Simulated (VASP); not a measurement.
# Mg3Cd2Te3 (Pm-3m) in VASP: notebook, part 2 of 2

VASP 6.6.1.

### Step 3. Relaxation of cell and atoms, PBE

This run uses another cell than the first one, of 28.10 Å³/atom.

The input, INCAR:

```
PREC = Accurate ; ENCUT = 600
EDIFF = 1E-6 ; ISMEAR = 0
SIGMA = 0.2 ; LREAL = F
LASPH = T ; NELM = 60
ALGO = Fast ; ISIF = 3
LWAVE = F ; LCHARG = F
GGA = PE ; IBRION = 2
NSW = 36 ; EDIFFG = -0.08
```

The input, KPOINTS:

```
regular mesh
0
Gamma
  3 3 3
```

The input, POSCAR:

```
Mg3Cd2Te3
1.0
    6.0807153700      0.0000000000      0.0000000000
    0.0000000000      6.0807153700      0.0000000000
    0.0000000000      0.0000000000      6.0807153700
Mg Cd Te
3 2 3
Direct
    0.0000000000      0.5000000000      0.5000000000
    0.5000000000      0.0000000000      0.5000000000
    0.5000000000      0.5000000000      0.0000000000
    0.5000000000      0.5000000000      0.5000000000
    0.0000000000      0.0000000000      0.0000000000
    0.5000000000      0.0000000000      0.0000000000
    0.0000000000      0.5000000000      0.0000000000
    0.0000000000      0.0000000000      0.5000000000
```

Potentials or basis: VASP PAW PBE potentials, release 64 (Mg, Cd, Te).

On the command line:

```sh
cat potpaw_PBE.64/Mg/POTCAR potpaw_PBE.64/Cd/POTCAR potpaw_PBE.64/Te/POTCAR > POTCAR
mpirun -np 1 vasp_std > vasp.out
```

OUTCAR:

```text
PREC = Accurate
   ENCUT = 600
   EDIFF = 1E-6
   ISMEAR = 0
   LREAL = F
   LASPH = T
   NELM = 60
   ISIF = 3
   GGA = PE
   IBRION = 2
   NSW = 36
   EDIFFG = -0.08

 ion  position               nearest neighbor table
   1  0.000  0.500  0.500-   4 3.04   7 3.04   8 3.04   7 3.04   8 3.04   4 3.04
   2  0.500  0.000  0.500-   4 3.04   6 3.04   8 3.04   6 3.04   4 3.04   8 3.04
   3  0.500  0.500  0.000-   4 3.04   6 3.04   7 3.04   4 3.04   6 3.04   7 3.04
   4  0.500  0.500  0.500-   1 3.04   2 3.04   3 3.04   3 3.04   2 3.04   1 3.04
   5  0.000  0.000  0.000-   6 3.04   7 3.04   8 3.04   8 3.04   7 3.04   6 3.04
   6  0.500  0.000  0.000-   2 3.04   3 3.04   5 3.04   2 3.04   3 3.04   5 3.04
   7  0.000  0.500  0.000-   1 3.04   3 3.04   5 3.04   1 3.04   5 3.04   3 3.04
   8  0.000  0.000  0.500-   1 3.04   2 3.04   5 3.04   5 3.04   1 3.04   2 3.04

  LATTYP: Found a simple cubic cell.
 ALAT       =     6.0807153700

  Lattice vectors:

 A1 = (   6.0807153700,   0.0000000000,   0.0000000000)
 A2 = (   0.0000000000,   6.0807153700,   0.0000000000)
 A3 = (   0.0000000000,   0.0000000000,   6.0807153700)

Analysis of symmetry for initial positions (statically):
=====================================================================
 Subroutine PRICEL returns:
 Original cell was already a primitive cell.

 Routine SETGRP: Setting up the symmetry group for a
 simple cubic supercell.

 Subroutine GETGRP returns: Found 48 space group operations
 (whereof 48 operations were pure point group operations)
 out of a pool of 48 trial point group operations.

The static configuration has the point symmetry O_h .

Analysis of symmetry for dynamics (positions and initial velocities):
[... 182 lines left out ...]
      0.00000      3.04036      0.00000         0.000000      0.000000      0.000000
      0.00000      0.00000      3.04036         0.000000      0.000000      0.000000
 -----------------------------------------------------------------------------------
    total drift:                                0.000000      0.000000     -0.000000

  FREE ENERGIE OF THE ION-ELECTRON SYSTEM (eV)
  ---------------------------------------------------
  free  energy   TOTEN  =       -18.2056397638 eV

  energy  without entropy=      -18.1224980034  energy(sigma->0) =      -18.16406888

--------------------------------------- Ionic step        2  -------------------------------------------

 number of electron      47.9999989 magnetization

 Free energy of the ion-electron system (eV)
  ---------------------------------------------------
  ext. energy  EPLUGINS =         0.00000000
  ---------------------------------------------------
  free energy    TOTEN  =       -18.21530178 eV

  energy without entropy =      -18.12833407  energy(sigma->0) =      -18.17181793

 E-fermi :   4.1338     XC(G=0):  -9.1202

 val. band max:        4.0426094247   @ k =   0.0000   0.0000   0.0000
 cond. band min:       4.1656639936   @ k =   0.3333   0.3333   0.3333
 fundamental gap:      0.1230545689
 Fermi energy:         4.1338325786

 k-point     1 :       0.0000    0.0000    0.0000
  band No.  band energies     occupation
      1      -7.8560      2.00000
      2      -6.9885      2.00000
      3      -6.9885      2.00000
      4      -4.8677      2.00000
      5      -4.8677      2.00000
      6      -4.7501      2.00000
[... 117 lines left out ...]
     28       6.7877      0.00000
     29       6.7877      0.00000

------------------------ aborting loop because EDIFF is reached ----------------------------------------

  FORCE on cell =-STRESS in cart. coord.  units (eV):
  Direction    XX          YY          ZZ          XY          YZ          ZX
  --------------------------------------------------------------------------------------
  -------------------------------------------------------------------------------------
  Total       -0.0751672     -0.0751672     -0.0751672     -0.0000000      0.0000000     -0.0000000
  in kB       -0.5453996     -0.5453996     -0.5453996     -0.0000000      0.0000000     -0.0000000
  external PRESSURE =      -0.5453996 kB  Pullay stress =       0.0000000 kB

 VOLUME and BASIS-vectors are now :
 -----------------------------------------------------------------------------
  energy-cutoff  :      600.00
  volume of cell :      220.81
      direct lattice vectors                 reciprocal lattice vectors
     6.044236083 -0.000000000 -0.000000000     0.165446880  0.000000000 -0.000000000
    -0.000000000  6.044236083 -0.000000000     0.000000000  0.165446880 -0.000000000
     0.000000000  0.000000000  6.044236083     0.000000000  0.000000000  0.165446880

 POSITION                                       TOTAL-FORCE (eV/Angst)
 -----------------------------------------------------------------------------------
     -0.00000      3.02212      3.02212         0.000000     -0.000000      0.000000
      3.02212     -0.00000      3.02212         0.000000     -0.000000      0.000000
      3.02212      3.02212     -0.00000         0.000000      0.000000      0.000000
      3.02212      3.02212      3.02212        -0.000000     -0.000000      0.000000
      0.00000      0.00000      0.00000         0.000000      0.000000      0.000000
      3.02212     -0.00000     -0.00000         0.000000      0.000000      0.000000
     -0.00000      3.02212     -0.00000         0.000000      0.000000      0.000000
      0.00000      0.00000      3.02212         0.000000     -0.000000      0.000000
 -----------------------------------------------------------------------------------
    total drift:                                0.000000      0.000000     -0.000000

  FREE ENERGIE OF THE ION-ELECTRON SYSTEM (eV)
  ---------------------------------------------------
  free  energy   TOTEN  =       -18.2153017830 eV

  energy  without entropy=      -18.1283340697  energy(sigma->0) =      -18.17181793

 reached required accuracy - stopping structural energy minimisation
```

It took 40 s on 1 thread of Intel Xeon 6975P-C (Granite Rapids), shared host; peak memory 0.37 GiB.

Results:

| Quantity | Value |
| --- | --- |
| Free energy | -18.2153 eV |
| Relaxed volume | 27.60 Å³/atom |
| Relaxed cell | a = 6.044 Å, b = 6.044 Å, c = 6.044 Å, α = 90.00°, β = 90.00°, γ = 90.00° |
| Space group after relaxing (to 0.1 Å) | Pm-3m (No. 221) |
| Energy gained by relaxing | 1.2 meV/atom |
| Ionic steps | 2 |
| Pressure after relaxing | -0.1 GPa |
| Band gap on the k mesh | zero (bands 24 and 25 overlap by 0.12 eV) |

Step by step:
| step | energy change (eV) | largest force (eV/Å) | pressure (GPa) | volume (Å³) |
| --- | --- | --- | --- | --- |
| 1 | 0.0000 | 0.0000 | -0.71 | 224.84 |
| 2 | -0.0097 | 0.0000 | -0.05 | 220.81 |

Final structure:
```
CELL_PARAMETERS angstrom
6.04424 0.00000 0.00000
0.00000 6.04424 0.00000
0.00000 0.00000 6.04424
ATOMIC_POSITIONS crystal
Mg 0.00000 0.50000 0.50000
Mg 0.50000 0.00000 0.50000
Mg 0.50000 0.50000 0.00000
Cd 0.50000 0.50000 0.50000
Cd 0.00000 0.00000 0.00000
Te 0.50000 0.00000 0.00000
Te 0.00000 0.50000 0.00000
Te 0.00000 0.00000 0.50000
```

Caveat: semilocal functionals underestimate gaps, so a narrow gap can read as zero; spin-orbit coupling is left out, which moves the levels of the heavy elements.
